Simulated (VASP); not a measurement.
Here is a VASP 6.6.1 calculation.

The input INCAR:

```
SYSTEM = CsSnI3
  ALGO = Normal
  EDIFF = 1E-6
  ENCUT = 500
  GGA = PS
  GGA_COMPAT = .False.
  ISIF = 2
  ISMEAR = -1
  IVDW = 12
  LASPH = .True.
  LCHARG = .True.
  LELF = .True.
  LREAL = .False.
  LVHAR = .True.
  LWAVE = .False.
  NBANDS = 30
  NELM = 120
  PREC = Accurate
  SIGMA = 0.05
```

File KPOINTS:

```
k-points
0
Gamma
  5 5 5
  0 0 0
```

File POSCAR:

```
CsSnI3
1.0
    6.0294993993      0.0000000000      0.0000000000
    0.0000000000      6.0294993993      0.0000000000
    0.0000000000      0.0000000000      6.0294993993
Cs I Sn
1 3 1
Direct
    0.0000000000      0.0000000000      0.0000000000
    0.5000000000      0.5000000000      0.0000000000
    0.5000000000      0.0000000000      0.5000000000
    0.0000000000      0.5000000000      0.5000000000
    0.5000000000      0.5000000000      0.5000000000
```

Potentials or basis: VASP PAW PBE potentials, release 64 (Cs_sv, I, Sn_d).

Run with:

```bash
$ cat potpaw_PBE.64/Cs_sv/POTCAR potpaw_PBE.64/I/POTCAR potpaw_PBE.64/Sn_d/POTCAR > POTCAR
$ mpirun -np 1 vasp_std > vasp.out
```

Problem. Predict the band gap on the k mesh.

Solution. 1.65 eV, direct.

Problem. Estimate the pressure.

Solution. -0.1 GPa.

Problem. Estimate the dispersion energy per atom.

Solution. -0.270 eV.

Caveat: three body term missing; the PAW data sets were made with another functional, which shifts forces and pressure a little; spin-orbit coupling is left out, which moves the levels of the heavy elements. A k mesh can miss the band edges.
